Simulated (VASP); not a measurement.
Write the native input for VASP 6.6.1 that does the following.

```yaml
Task: single point
Functional: PBEsol
Potentials_or_basis: VASP PAW PBE potentials, release 64 (Zn, S)
Cutoff: 520 eV
k_mesh: 9 × 9 × 6
Occupations: gaussian, width 0.02 eV
Spin: no spin polarisation
Dipole_correction: no
Further_INCAR_settings: ALGO = Normal; EDIFF = 1e-06; NBANDS = 26
```

The structure of ZnS (Wurtzite-2H) lies in POSCAR:

```
ZnS
1.0
    3.7815892063      0.0000000000      0.0000000000
   -1.8907946031      3.2749523193      0.0000000000
    0.0000000000      0.0000000000      6.2089530261
Zn S
2 2
Direct
    0.3333333333      0.6666666667      0.0054427925
    0.6666666667      0.3333333333      0.5054427925
    0.3333333333      0.6666666667      0.3795572075
    0.6666666667      0.3333333333      0.8795572075
```

These files were run (other wordings do the same):

INCAR

```
ALGO = Normal ; EDIFF = 1E-6
ENCUT = 520 ; GGA = PS
ISIF = 2 ; ISMEAR = 0
LASPH = True ; LCHARG = True
LELF = True ; LREAL = False
LVHAR = True ; LWAVE = False
NBANDS = 26 ; NELM = 80
PREC = Accurate ; SIGMA = 0.02
```

KPOINTS

```
k-points
0
Gamma
  9 9 6
```

Potentials or basis: VASP PAW PBE potentials, release 64 (Zn, S).

Launch:

```console
$ cat potpaw_PBE.64/Zn/POTCAR potpaw_PBE.64/S/POTCAR > POTCAR
$ mpirun -np 1 vasp_std > vasp.out
```

It gave:

The pressure is 0.2 GPa. The band gap on the k mesh is 2.16 eV, direct.

Caveat: the PAW data sets were made with another functional, which shifts forces and pressure a little.

Wall time 34 s on 1 thread of Intel(R) Xeon(R) 6975P-C (Granite Rapids), on a shared host, peak memory 0.23 GiB.
